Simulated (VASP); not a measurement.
# MnO (P6_3mc) in VASP: a series of runs, part 2 of 2

VASP 6.6.1. The steps go on from the part before.

## Step 3: Electric field gradients, PBEsol, collinear spin, ferromagnetic start (equal xx and yy strain of -3 %)

INCAR

```
ALGO     = Normal         # electronic algorithm
EDIFF    = 1E-8           # SCF threshold, eV
ENCUT    = 520            # plane-wave cutoff, eV
GGA      = PS             # functional
GGA_COMPAT= False        
ISIF     = 2              # what is computed and relaxed
ISMEAR   = -1             # smearing method
ISPIN    = 2              # spin polarisation
LASPH    = True           # aspherical terms in the spheres
LCHARG   = False          # write CHGCAR
LEFG     = True         
LMAXMIX  = 4              # l up to which the mixer works
LORBIT   = 11             # projections on sites
LREAL    = False          # projectors in reciprocal space
LWAVE    = False          # write WAVECAR
MAGMOM   = 4 4 0 0        # initial moments
NBANDS   = 31             # bands
NELM     = 200            # most SCF steps
PREC     = Accurate       # precision mode
SIGMA    = 0.05           # smearing width, eV
```

KPOINTS

```
k-points
0
Gamma
  14 14 8
```

POSCAR

```
MnO
1.0
    3.2705499014      0.0000000000      0.0000000000
   -1.6352749507      2.8323792989      0.0000000000
    0.0000000000      0.0000000000      5.3855000000
Mn O
2 2
Direct
    0.3333333333      0.6666666667      0.0109600000
    0.6666666667      0.3333333333      0.5109600000
    0.3333333333      0.6666666667      0.3754700000
    0.6666666667      0.3333333333      0.8754700000
```

Potentials or basis: VASP PAW PBE potentials, release 64 (Mn_pv, O).

Command:

```console
> cat potpaw_PBE.64/Mn_pv/POTCAR potpaw_PBE.64/O/POTCAR > POTCAR
> mpirun -np 1 vasp_std > vasp.out
```

OUTCAR:

```text
EDIFF = 1E-8
   ENCUT = 520
   GGA = PS
   ISIF = 2
   ISMEAR = -1
   ISPIN = 2
   LASPH = True
   LORBIT = 11
   LREAL = False
   NELM = 200
   PREC = Accurate

 ion  position               nearest neighbor table
   1  0.333  0.667  0.011-   3 1.96   4 2.02   4 2.02   4 2.02
   2  0.667  0.333  0.511-   4 1.96   3 2.02   3 2.02   3 2.02
   3  0.333  0.667  0.375-   1 1.96   2 2.02   2 2.02   2 2.02
   4  0.667  0.333  0.875-   2 1.96   1 2.02   1 2.02   1 2.02

  LATTYP: Found a hexagonal cell.
 ALAT       =     3.2705499014
 C/A-ratio  =     1.6466649837

  Lattice vectors:

 A1 = (   3.2705499014,   0.0000000000,   0.0000000000)
 A2 = (  -1.6352749507,   2.8323792989,   0.0000000000)
 A3 = (   0.0000000000,   0.0000000000,   5.3855000000)

Analysis of symmetry for initial positions (statically):
=====================================================================
 Subroutine PRICEL returns:
 Original cell was already a primitive cell.

 Routine SETGRP: Setting up the symmetry group for a
 hexagonal supercell.

 Subroutine GETGRP returns: Found 12 space group operations
 (whereof  6 operations were pure point group operations)
 out of a pool of 24 trial point group operations.

The static configuration has the point symmetry C_3v.
 The point group associated with its full space group is C_6v.

Analysis of symmetry for dynamics (positions and initial velocities):
=====================================================================
 Subroutine PRICEL returns:
 Original cell was already a primitive cell.

 Routine SETGRP: Setting up the symmetry group for a
 hexagonal supercell.

 Subroutine GETGRP returns: Found 12 space group operations
 (whereof  6 operations were pure point group operations)
 out of a pool of 24 trial point group operations.

The dynamic configuration has the point symmetry C_3v.
 The point group associated with its full space group is C_6v.

Analysis of structural, dynamic, and magnetic symmetry:
=====================================================================
 Subroutine PRICEL returns:
 Original cell was already a primitive cell.

 Routine SETGRP: Setting up the symmetry group for a
 hexagonal supercell.

 Subroutine GETGRP returns: Found 12 space group operations
 (whereof  6 operations were pure point group operations)
 out of a pool of 24 trial point group operations.

The overall configuration has the point symmetry C_3v.
 The point group associated with its full space group is C_6v.

 Subroutine INISYM returns: Found 12 space group operations
 (whereof  6 operations are pure point group operations),
 and found     1 'primitive' translations

----------------------------------------------------------------------------------------

                                     Primitive cell

  volume of cell :      49.8882

  direct lattice vectors                    reciprocal lattice vectors
     3.270549901  0.000000000  0.000000000     0.305758979  0.176530029  0.000000000
[... 128 lines left out ...]

 number of electron      38.0000052 magnetization       9.8525857

 Free energy of the ion-electron system (eV)
  ---------------------------------------------------
  ext. energy  EPLUGINS =         0.00000000
  ---------------------------------------------------
  free energy    TOTEN  =       -34.20237913 eV

  energy without entropy =      -34.19004252  energy(sigma->0) =      -34.19621082

 E-fermi :   6.4052     XC(G=0): -11.1564

 val. band max:        6.4035248040   @ k =   0.2857   0.1429   0.0000
 cond. band min:       6.4082474739   @ k =   0.2857   0.0714   0.1250
 fundamental gap:      0.0047226699
 Fermi energy:         6.4051698965

 spin component 1

 k-point     1 :       0.0000    0.0000    0.0000
  band No.  band energies     occupation
      1     -44.0620      1.00000
      2     -44.0471      1.00000
      3     -44.0471      1.00000
      4     -44.0405      1.00000
      5     -44.0405      1.00000
      6     -44.0163      1.00000
[... 805 lines left out ...]
     30      16.0980      0.00000
     31      16.4628      0.00000

 [... further k-points ...]

 spin component 2

 k-point     1 :       0.0000    0.0000    0.0000
  band No.  band energies     occupation
      1     -39.4894      1.00000
      2     -39.4549      1.00000
      3     -39.4549      1.00000
      4     -39.4463      1.00000
      5     -39.4463      1.00000
      6     -39.4283      1.00000
[... 805 lines left out ...]
     30      17.6953      0.00000
     31      18.0042      0.00000

 [... further k-points ...]
[... 5 lines left out ...]
  --------------------------------------------------------------------------------------
  -------------------------------------------------------------------------------------
  Total        2.2771574      2.2771574      3.4262557      0.0000000      0.0000000      0.0000000
  in kB       73.1316554     73.1316554    110.0353262      0.0000000      0.0000000      0.0000000
  external PRESSURE =      85.4328790 kB  Pullay stress =       0.0000000 kB

 VOLUME and BASIS-vectors are now :
 -----------------------------------------------------------------------------
  energy-cutoff  :      520.00
  volume of cell :       49.89
      direct lattice vectors                 reciprocal lattice vectors
     3.270549901  0.000000000  0.000000000     0.305758979  0.176530029  0.000000000
    -1.635274951  2.832379299  0.000000000     0.000000000  0.353060058  0.000000000
     0.000000000  0.000000000  5.385500000     0.000000000  0.000000000  0.185683781

 POSITION                                       TOTAL-FORCE (eV/Angst)
 -----------------------------------------------------------------------------------
     -0.00000      1.88825      0.05903         0.000000      0.000000     -0.359493
      1.63527      0.94413      2.75178        -0.000000     -0.000000     -0.359493
     -0.00000      1.88825      2.02209         0.000000      0.000000      0.359493
      1.63527      0.94413      4.71484        -0.000000     -0.000000      0.359493
 -----------------------------------------------------------------------------------
    total drift:                               -0.000001     -0.000000      0.001276

  FREE ENERGIE OF THE ION-ELECTRON SYSTEM (eV)
  ---------------------------------------------------
  free  energy   TOTEN  =       -34.2023791289 eV

  energy  without entropy=      -34.1900425179  energy(sigma->0) =      -34.19621082

 Electric field gradients (V/A^2)
---------------------------------------------------------------------
 ion       V_xx      V_yy      V_zz      V_xy      V_xz      V_yz
---------------------------------------------------------------------
   1       8.789     8.788   -17.577    -0.001     0.000    -0.000
   2       8.789     8.788   -17.577    -0.001    -0.000     0.000
   3      -1.561    -1.566     3.127    -0.004     0.000    -0.000
   4      -1.561    -1.566     3.127    -0.004    -0.000     0.000
---------------------------------------------------------------------

 Electric field gradients after diagonalization (V/A^2)
 (convention: |V_zz| > |V_xx| > |V_yy|)
----------------------------------------------------------------------
 ion       V_xx      V_yy      V_zz     asymmetry (V_yy - V_xx)/ V_zz
----------------------------------------------------------------------
   1       8.790     8.788   -17.577       0.000
   2       8.790     8.788   -17.577       0.000
   3      -1.568    -1.559     3.127       0.003
   4      -1.568    -1.559     3.127       0.003
----------------------------------------------------------------------

           NMR quadrupolar parameters

 Cq : quadrupolar parameter    Cq=e*Q*V_zz/h
 eta: asymmetry parameters     (V_yy - V_xx)/ V_zz
 Q  : nuclear electric quadrupole moment in mb (millibarn)
----------------------------------------------------------------------
 ion       Cq(MHz)       eta       Q (mb)
----------------------------------------------------------------------
   1      -0.043       0.000       1.000
   2      -0.043       0.000       1.000
   3       0.008       0.003       1.000
   4       0.008       0.003       1.000
----------------------------------------------------------------------

 total charge

# of ion       s       p       d       tot
------------------------------------------
    1        0.256   6.262   4.982  11.500
    2        0.256   6.262   4.982  11.500
    3        1.552   3.466   0.000   5.018
    4        1.552   3.466   0.000   5.018
--------------------------------------------------
tot          3.618  19.456   9.964  33.037

 magnetization (x)

# of ion       s       p       d       tot
------------------------------------------
    1        0.036   0.070   4.229   4.334
    2        0.036   0.070   4.229   4.334
    3        0.020   0.185   0.000   0.206
    4        0.020   0.185   0.000   0.206
--------------------------------------------------
tot          0.113   0.510   8.457   9.080
```

Wall time 11 min (1 thread of Intel Xeon 8259CL, shared host); peak memory 0.37 GiB.

Results:

```
Free energy                                           : -34.2024 eV
Pressure                                              : 8.5 GPa
Largest force                                         : 0.359 eV/Å
Net moment                                            : 9.85 μB per cell
Site moments                                          : Mn +4.33; O +0.21 μB
Valence electrons inside the program's atomic spheres : Mn 11.50; O 5.02
```

Forces in eV/Å, atoms in the order of the input:
```
Mn   0.000  0.000 -0.359
Mn   0.000  0.000 -0.359
O    0.000  0.000  0.359
O    0.000  0.000  0.359
```

Levels at points of the mesh, in eV from the Fermi level:
Spin up:
```csv
k point,band 22,band 23,band 24,band 25,band 26,band 27
"(0.00, 0.00, 0.00)",-0.91,0.16,0.19,0.19,3.85,5.40
"(0.50, 0.00, 0.00)",-1.88,-0.83,-0.61,4.09,4.42,5.80
"(0.00, 0.00, 0.50)",-0.39,-0.39,-0.39,1.18,1.18,8.29
"(0.50, 0.00, 0.50)",-1.27,-1.21,-1.21,3.94,3.94,6.42
```
Spin down:
| k point | band 10 | band 11 | band 12 | band 13 | band 14 | band 15 | band 16 | band 17 | band 18 | band 19 |
| --- | --- | --- | --- | --- | --- | --- | --- | --- | --- | --- |
| (0.00, 0.00, 0.00) | -5.52 | -5.31 | -5.31 | -5.07 | -5.07 | -0.13 | 0.83 | 0.83 | 1.04 | 1.63 |
| (0.50, 0.00, 0.00) | -6.41 | -5.70 | -5.26 | -5.20 | -4.95 | 0.15 | 0.25 | 1.10 | 1.40 | 1.51 |
| (0.00, 0.00, 0.50) | -6.42 | -5.21 | -5.21 | -5.21 | -5.21 | 1.31 | 1.31 | 1.31 | 1.31 | 1.46 |
| (0.50, 0.00, 0.50) | -6.83 | -5.29 | -5.29 | -5.09 | -5.09 | 0.68 | 0.68 | 1.41 | 1.41 | 1.63 |

Electric field gradients, principal values (V/Å²):
```csv
atom,least,middle,greatest (by size)
1 Mn,8.788,8.790,-17.577
2 Mn,8.788,8.790,-17.577
3 O,-1.559,-1.568,3.127
4 O,-1.559,-1.568,3.127
```

Caveat: the cell differs from its parent crystal (equal xx and yy strain of -3 %); without QUAD_EFG the Cq values of the log hold for a quadrupole moment of 1 mb, not for the nuclei; the PAW data sets were made with another functional, which shifts forces and pressure a little; semilocal functionals often make such compounds metallic where correlation or magnetic order opens a gap, which also shifts bond lengths; only a ferromagnetic start was run, and an antiferromagnetic order may lie lower in energy.
